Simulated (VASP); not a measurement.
Here is a VASP 6.6.1 calculation.

Contents of INCAR:

```
PREC = Accurate
ENCUT = 600
EDIFF = 1E-7
ISMEAR = 0
SIGMA = 0.1
LREAL = F
LASPH = T
NELM = 80
ALGO = Normal
ISIF = 3
LWAVE = F
LCHARG = F
GGA = PE
IBRION = 2
NSW = 90
EDIFFG = -0.04
```

File KPOINTS:

```
Automatic mesh
0
Gamma
  6 6 6
```

The input POSCAR:

```
AgBr2
1.0
    0.0000000000      2.9220016200      2.9220016200
    2.9220016200      0.0000000000      2.9220016200
    2.9220016200      2.9220016200      0.0000000000
Ag Br
1 2
Direct
    0.0000000000      0.0000000000      0.0000000000
    0.2500000000      0.2500000000      0.2500000000
    0.7500000000      0.7500000000      0.7500000000
```

Potentials or basis: VASP PAW PBE potentials, release 64 (Ag, Br).

Command:

```sh
$ cat potpaw_PBE.64/Ag/POTCAR potpaw_PBE.64/Br/POTCAR > POTCAR
$ mpirun -np 1 vasp_std > vasp.out
```

Q: Predict the space group after relaxing (to 0.1 Å).

A: Fm-3m (No. 225).

Q: What does it give for the band gap on the k mesh?

A: Zero (an odd number of electrons rules out a gap without spin polarisation).

Step by step:
```tsv
step	energy change (eV)	largest force (eV/Å)	pressure (GPa)	volume (Å³)
1	0.0000	0.0000	63.24	49.90
2	-3.0988	0.0000	-4.67	113.91
3	-3.7923	0.0000	0.71	79.89
4	-3.7931	0.0000	-0.59	82.83
5	-3.7957	0.0000	-0.02	81.47
```

Caveat: the cell differs from its parent crystal (atoms taken out); the volume moved by over 15 % at a fixed basis, so the end points are rough; an odd number of electrons without spin polarisation forces a metal; a magnetic or distorted state may lie lower.
